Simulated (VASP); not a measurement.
Runs of VASP 6.6.1 on Na. The structure is that of space group I4/mmm (No. 139), or close to it. The cells are those of the table. 

```tsv
cell	gap on the mesh (eV)	pressure (GPa)
a = 3.776 Å, angles 117.6, 117.6, 94.3°, 1 atom	none	-0.6
a = 3.744 Å, angles 118.1, 118.1, 93.4°, 1 atom	none	-0.3
a = 3.805 Å, angles 118.1, 118.1, 93.3°, 1 atom	none	-0.6
a = 3.835 Å, angles 118.6, 118.6, 92.4°, 1 atom	none	-0.7
a = 3.717 Å, angles 116.5, 116.5, 96.2°, 1 atom	none	-0.3
a = 3.774 Å, angles 118.6, 118.6, 92.4°, 1 atom	none	(a)
a = 3.746 Å, angles 117.0, 117.0, 95.2°, 1 atom	none	-0.4
```

Alike in all rows: task single point; level PBEsol; potentials or basis VASP PAW PBE potentials, release 64 (Na_pv); no spin polarisation; k mesh 16 × 16 × 16; cutoff (eV) 520; smearing gaussian 0.15 eV.

Problem. Fill in the values left out.

Solution. (a) -0.5.

Caveats: the PAW data sets were made with another functional, which shifts forces and pressure a little.

A gap of «none» marks levels without a gap at the run's occupations.
